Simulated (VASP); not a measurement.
InP:

```
CELL_PARAMETERS angstrom
0.00000 2.95381 2.95381
2.95381 0.00000 2.95381
2.95381 2.95381 0.00000
ATOMIC_POSITIONS crystal
In 0.00000 0.00000 0.00000
P 0.25000 0.25000 0.25000
```

Program: VASP 6.6.1. Alike in all runs: task single point; potentials or basis VASP PAW PBE potentials, release 64 (In_d, P); no spin polarisation; cell as given; k mesh 4 × 4 × 4; cutoff (eV) 520; smearing gaussian 0.01 eV. Hardware: 1 thread of Intel(R) Xeon(R) Platinum 8259CL CPU @ 2.50GHz (Skylake/Cascade Lake), with other jobs on the host.

Order these runs on this cell by their wall time, lowest first.
A. level r2SCAN
B. level PBE
C. level HSE06; grid for exact exchange (PRECFOCK) Normal; screening parameter 0.2079 1/Å

B (8.3 s), A (25 s), C (300 s).

Caveats: all runs use coarse meshes.
